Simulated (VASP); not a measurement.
A run of VASP 6.6.1 is set up as follows.

INCAR

```
SYSTEM = Mn
ALGO = Normal ; EDIFF = 1E-6
ENCUT = 520 ; GGA = PS
ISIF = 2 ; ISMEAR = -1
LASPH = .TRUE. ; LCHARG = .FALSE.
LREAL = .FALSE. ; LWAVE = .FALSE.
NBANDS = 34 ; NELM = 80
PREC = Accurate ; SIGMA = 0.1
```

KPOINTS

```
k-points
0
G
  16 16 5
  0 0 0
```

File POSCAR:

```
Mn
1.0
    2.4550457766      0.0000000000      0.0000000000
   -1.2275228883      2.1261320100      0.0000000000
    0.0000000000      0.0000000000      7.9176401885
Mn
4
Direct
    1.0000000000      0.0000000000      1.0000000000
    1.0000000000      0.0000000000      0.5000000000
    0.3333333333      0.6666666667      0.2500000000
    0.6666666667      0.3333333333      0.7500000000
```

Potentials or basis: VASP PAW PBE potentials, release 64 (Mn_pv).

Run with:

```bash
$ cat potpaw_PBE.64/Mn_pv/POTCAR > POTCAR
$ mpirun -np 1 vasp_std > vasp.out
```

(1) Predict the band gap on the k mesh.

(2) Estimate the pressure.

Answers

(1) zero (band 26 reaches 12.23 eV, above the bottom of band 27 at 9.93 eV).

(2) -0.1 GPa.

Caveat: the PAW data sets were made with another functional, which shifts forces and pressure a little; the run has no spin polarisation, though such a crystal can be magnetic.
